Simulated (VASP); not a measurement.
# BAs (F-43m) in VASP: a series of runs, part 2 of 2

VASP 6.6.1. The steps go on from the part before.

**5. Relaxation of cell and atoms, LDA**

This run uses another cell than the first one, of 13.90 Å³/atom, 1.049 times its volume.

The input, INCAR:

```
SYSTEM = BAs
ALGO     = Normal         ! electronic algorithm
EDIFF    = 1E-7           ! SCF threshold, eV
EDIFFG   = -0.005         ! ionic threshold
ENCUT    = 600            ! plane-wave cutoff, eV
GGA      = CA             ! functional
GGA_COMPAT= .False.      
IBRION   = 2              ! ionic algorithm
ISIF     = 3              ! what is computed and relaxed
ISMEAR   = 0              ! smearing method
LASPH    = .True.         ! aspherical terms in the spheres
LCHARG   = .False.        ! write CHGCAR
LREAL    = .False.        ! projectors in reciprocal space
LWAVE    = .False.        ! write WAVECAR
NELM     = 120            ! most SCF steps
NELMIN   = 4            
NSW      = 70             ! ionic steps
PREC     = Accurate       ! precision mode
SIGMA    = 0.02           ! smearing width, eV
```

The input, KPOINTS:

```
k-points
0
Gamma
  10 10 10
  0 0 0
```

The input, POSCAR:

```
BAs
1.0
    0.0000000000      2.4044111665      2.4044111665
    2.4044111665      0.0000000000      2.4044111665
    2.4044111665      2.4044111665      0.0000000000
B As
1 1
Direct
    0.0000000000      0.0000000000      0.0000000000
    0.2500000000      0.2500000000      0.2500000000
```

Potentials or basis: VASP PAW LDA potentials, release 64 (B, As_d).

Started as:

```bash
$ cat potpaw_LDA.64/B/POTCAR potpaw_LDA.64/As_d/POTCAR > POTCAR
$ mpirun -np 1 vasp_std > vasp.out
```

OUTCAR:

```text
SYSTEM = BAs
   EDIFF = 1E-7
   EDIFFG = -0.005
   ENCUT = 600
   GGA = CA
   IBRION = 2
   ISIF = 3
   ISMEAR = 0
   LASPH = .True.
   LREAL = .False.
   NELM = 120
   NELMIN = 4
   NSW = 70
   PREC = Accurate

 ion  position               nearest neighbor table
   1  0.000  0.000  0.000-   2 2.08   2 2.08   2 2.08   2 2.08
   2  0.250  0.250  0.250-   1 2.08   1 2.08   1 2.08   1 2.08

  LATTYP: Found a face centered cubic cell.
 ALAT       =     4.8088223330

  Lattice vectors:

 A1 = (   0.0000000000,   2.4044111665,   2.4044111665)
 A2 = (   2.4044111665,   0.0000000000,   2.4044111665)
 A3 = (   2.4044111665,   2.4044111665,   0.0000000000)

Analysis of symmetry for initial positions (statically):
=====================================================================
 Subroutine PRICEL returns:
 Original cell was already a primitive cell.

 Routine SETGRP: Setting up the symmetry group for a
 face centered cubic supercell.

 Subroutine GETGRP returns: Found 24 space group operations
 (whereof 24 operations were pure point group operations)
 out of a pool of 48 trial point group operations.

The static configuration has the point symmetry T_d .

Analysis of symmetry for dynamics (positions and initial velocities):
=====================================================================
 Subroutine PRICEL returns:
 Original cell was already a primitive cell.

 Routine SETGRP: Setting up the symmetry group for a
 face centered cubic supercell.

 Subroutine GETGRP returns: Found 24 space group operations
 (whereof 24 operations were pure point group operations)
 out of a pool of 48 trial point group operations.

The dynamic configuration has the point symmetry T_d .

 Subroutine INISYM returns: Found 24 space group operations
 (whereof 24 operations are pure point group operations),
 and found     1 'primitive' translations

----------------------------------------------------------------------------------------

                                     Primitive cell
[... 135 lines left out ...]
  ---------------------------------------------------
  ext. energy  EPLUGINS =         0.00000000
  ---------------------------------------------------
  free energy    TOTEN  =       -12.91833628 eV

  energy without entropy =      -12.91833628  energy(sigma->0) =      -12.91833628

------------------------ aborting loop because EDIFF is reached ----------------------------------------

  FORCE on cell =-STRESS in cart. coord.  units (eV):
  Direction    XX          YY          ZZ          XY          YZ          ZX
  --------------------------------------------------------------------------------------
  -------------------------------------------------------------------------------------
  Total       -1.0688383     -1.0688383     -1.0688383     -0.0000000      0.0000000     -0.0000000
  in kB      -61.5979656    -61.5979656    -61.5979656     -0.0000000      0.0000000     -0.0000000
  external PRESSURE =     -61.5979656 kB  Pullay stress =       0.0000000 kB
[... 131 lines left out ...]
--------------------------------------- Ionic step        5  -------------------------------------------

 number of electron      18.0000005 magnetization

 Free energy of the ion-electron system (eV)
  ---------------------------------------------------
  ext. energy  EPLUGINS =         0.00000000
  ---------------------------------------------------
  free energy    TOTEN  =       -12.94327201 eV

  energy without entropy =      -12.94327201  energy(sigma->0) =      -12.94327201

 E-fermi :   5.2261     XC(G=0): -11.5624

 val. band max:        5.0688544797   @ k =   0.0000   0.0000   0.0000
 cond. band min:       6.1727225542   @ k =   0.4000   0.4000   0.0000
 fundamental gap:      1.1038680745
 Fermi energy:         5.2260786335

 k-point     1 :       0.0000    0.0000    0.0000
  band No.  band energies     occupation
      1     -30.8433      2.00000
      2     -30.8433      2.00000
      3     -30.8433      2.00000
      4     -30.8164      2.00000
      5     -30.8164      2.00000
      6     -10.5463      2.00000
      7       5.0689      2.00000
      8       5.0689      2.00000
      9       5.0689      2.00000
     10       8.3515      0.00000
     11       8.3515      0.00000
     12       8.3515      0.00000
     13      10.0802      0.00000
[... 354 lines left out ...]
  band No.  band energies     occupation
      1     -30.8468      2.00000
      2     -30.8299      2.00000
      3     -30.8297      2.00000
      4     -30.8211      2.00000
      5     -30.8114      2.00000
      6      -7.8483      2.00000
      7      -1.3955      2.00000
      8       0.9910      2.00000
      9       1.4961      2.00000
     10       6.7081      0.00000
     11       8.4211      0.00000
     12      14.0314      0.00000
     13      14.2532      0.00000

 [... further k-points ...]

------------------------ aborting loop because EDIFF is reached ----------------------------------------

  FORCE on cell =-STRESS in cart. coord.  units (eV):
  Direction    XX          YY          ZZ          XY          YZ          ZX
  --------------------------------------------------------------------------------------
  -------------------------------------------------------------------------------------
  Total        0.0050894      0.0050894      0.0050894      0.0000000     -0.0000000     -0.0000000
  in kB        0.3071051      0.3071051      0.3071051      0.0000000     -0.0000000     -0.0000000
  external PRESSURE =       0.3071051 kB  Pullay stress =       0.0000000 kB
[... 17 lines left out ...]
  FREE ENERGIE OF THE ION-ELECTRON SYSTEM (eV)
  ---------------------------------------------------
  free  energy   TOTEN  =       -12.9432720131 eV

  energy  without entropy=      -12.9432720131  energy(sigma->0) =      -12.94327201

 reached required accuracy - stopping structural energy minimisation
```

CONTCAR:

```text
BAs
   1.00000000000000
    -0.0000000000000000    2.3678473214658258    2.3678473214658258
     2.3678473214658258    0.0000000000000000    2.3678473214658258
     2.3678473214658258    2.3678473214658258    0.0000000000000000
  B               As
     1     1
Direct
     1.0000000000000000    0.0000000000000000    0.0000000000000000
     0.2500000000000000    0.2500000000000000    0.2500000000000000

  0.00000000E+00  0.00000000E+00  0.00000000E+00
  0.00000000E+00  0.00000000E+00  0.00000000E+00
```

It used 150 s of CPU time on 1 thread of AMD EPYC 7R13 Processor (Zen 3), on a shared host.

Results:

```
Free energy                            : -12.9433 eV
Relaxed volume                         : 13.28 Å³/atom
Relaxed cell                           : a = 3.349 Å, b = 3.349 Å, c = 3.349 Å, α = 60.00°, β = 60.00°, γ = 60.00°
Space group after relaxing (to 0.05 Å) : F-43m (No. 216)
Energy gained by relaxing              : 12.5 meV/atom
Ionic steps                            : 5
Pressure after relaxing                : 0.0 GPa
Band gap on the k mesh                 : 1.10 eV, indirect (least direct gap 3.28 eV)
```

The path:
| step | energy change (eV) | largest force (eV/Å) | pressure (GPa) | volume (Å³) |
| --- | --- | --- | --- | --- |
| 1 | 0.0000 | 0.0000 | -6.16 | 27.80 |
| 2 | -0.0118 | 0.0000 | 5.04 | 25.71 |
| 3 | -0.0249 | 0.0000 | -0.14 | 26.56 |
| 4 | -0.0249 | 0.0000 | 0.06 | 26.53 |
| 5 | -0.0249 | 0.0000 | 0.03 | 26.55 |

Final structure:
```
CELL_PARAMETERS angstrom
0.00000 2.36785 2.36785
2.36785 0.00000 2.36785
2.36785 2.36785 0.00000
ATOMIC_POSITIONS crystal
B 0.00000 0.00000 0.00000
As 0.25000 0.25000 0.25000
```

A k mesh can miss the band edges. LDA usually gives volumes a few per cent too small.

**6. Single point, LDA**

The input, INCAR:

```
PREC     = Accurate       # precision mode
ENCUT    = 500            # plane-wave cutoff, eV
EDIFF    = 1E-6           # SCF threshold, eV
ISMEAR   = 0              # smearing method
SIGMA    = 0.02           # smearing width, eV
LREAL    = F              # projectors in reciprocal space
LASPH    = T              # aspherical terms in the spheres
NELM     = 120            # most SCF steps
ALGO     = Normal         # electronic algorithm
ISIF     = 2              # what is computed and relaxed
LWAVE    = F              # write WAVECAR
LCHARG   = F              # write CHGCAR
GGA      = CA             # functional
NBANDS   = 11             # bands
GGA_COMPAT= F
```

The input, KPOINTS:

```
regular mesh
0
Gamma
  10 10 10
```

The input, POSCAR:

```
BAs
1.0
    0.0000000000      2.3662690287      2.3662690287
    2.3662690287      0.0000000000      2.3662690287
    2.3662690287      2.3662690287      0.0000000000
B As
1 1
Direct
    0.0000000000      0.0000000000      0.0000000000
    0.2500000000      0.2500000000      0.2500000000
```

Potentials or basis: VASP PAW LDA potentials, release 64 (B, As).

Started as:

```bash
$ cat potpaw_LDA.64/B/POTCAR potpaw_LDA.64/As/POTCAR > POTCAR
$ mpirun -np 1 vasp_std > vasp.out
```

It took 3.8 s on 1 thread of Intel Xeon 6975P-C (Granite Rapids), shared host; peak memory 0.13 GiB.

It converged, with:

```
Free energy            : -12.9257 eV
Pressure               : 0.9 GPa
Band gap on the k mesh : 1.10 eV, indirect (least direct gap 3.29 eV)
```

Levels at points of the mesh, in eV from the valence-band top:
| k point | band 1 | band 2 | band 3 | band 4 | band 5 | band 6 | band 7 | band 8 | band 9 |
| --- | --- | --- | --- | --- | --- | --- | --- | --- | --- |
| (0.00, 0.00, 0.00) | -15.63 | 0.00 | 0.00 | 0.00 | 3.29 | 3.29 | 3.29 | 5.05 | 9.50 |
| (0.50, 0.00, 0.00) | -12.67 | -8.96 | -1.87 | -1.87 | 2.86 | 4.78 | 4.78 | 8.75 | 12.69 |
| (0.50, 0.50, 0.00) | -11.35 | -8.58 | -4.19 | -4.19 | 1.32 | 1.38 | 11.50 | 11.50 | 12.89 |

A k mesh can miss the band edges. As with any semilocal functional, this LDA gap is likely too small.

**7. Overview**

| task | potentials or basis | cell | cutoff (eV) | second run | gap on the mesh (eV) | pressure (GPa) | relaxed volume (Å³/atom) |
| --- | --- | --- | --- | --- | --- | --- | --- |
| single point | VASP PAW LDA potentials, release 64 (B, As) | a = 3.346 Å, angles 60.0°, 2 atoms | 520 | - | 1.10 | 0.9 | - |
| relaxation of cell and atoms | VASP PAW LDA potentials, release 64 (B, As) | relaxed from a = 3.400 Å, angles 60.0°, 2 atoms | 600 | - | 1.10 | 0.0 | 13.33 |
| single point | VASP PAW LDA potentials, release 64 (B, As_d) | a = 3.346 Å, angles 60.0°, 2 atoms | 600 | valence_matched | 1.10 | 1.0 | - |
| relaxation of cell and atoms | VASP PAW LDA potentials, release 64 (B, As_d) | relaxed from a = 3.400 Å, angles 60.0°, 2 atoms | 600 | valence_matched | 1.10 | 0.0 | 13.28 |
| single point | VASP PAW LDA potentials, release 64 (B, As) | a = 3.346 Å, angles 60.0°, 2 atoms | 500 | - | 1.10 | 0.9 | - |

Alike in all rows: level LDA; no spin polarisation; k mesh 10 × 10 × 10; smearing gaussian 0.02 eV.

Total energies depend on the potentials used, so only differences within one code and one set of settings carry meaning.
